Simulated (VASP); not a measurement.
A run of VASP 6.6.1:

The input INCAR:

```
SYSTEM = LiH
PREC = Accurate
ENCUT = 520
EDIFF = 1E-7
ISMEAR = 0
SIGMA = 0.01
LREAL = .FALSE.
LASPH = .TRUE.
NELM = 80
ALGO = Normal
ISIF = 2
LWAVE = .FALSE.
LCHARG = .FALSE.
GGA = PS
NBANDS = 9
```

KPOINTS

```
Automatic mesh
0
G
  8 8 8
  0 0 0
```

Contents of POSCAR:

```
LiH
1.0
    0.0000000000      1.9904714091      1.9904714091
    1.9904714091      0.0000000000      1.9904714091
    1.9904714091      1.9904714091      0.0000000000
Li H
1 1
Direct
    0.0000000000      0.0000000000      0.0000000000
    0.5000000000      0.5000000000      0.5000000000
```

Potentials or basis: VASP PAW PBE potentials, release 64 (Li_sv, H).

Run with:

```sh
$ cat potpaw_PBE.64/Li_sv/POTCAR potpaw_PBE.64/H/POTCAR > POTCAR
$ mpirun -np 1 vasp_std > vasp.out
```

Hardware: 1 thread of Intel Xeon 6975P-C, with other jobs on the host.

Question: Estimate the wall time of this run.

Answer: It took 5.4 s on 1 thread of Intel Xeon 6975P-C (shared host), peak memory 0.13 GiB. Counts: scf iterations 13, k points 29.
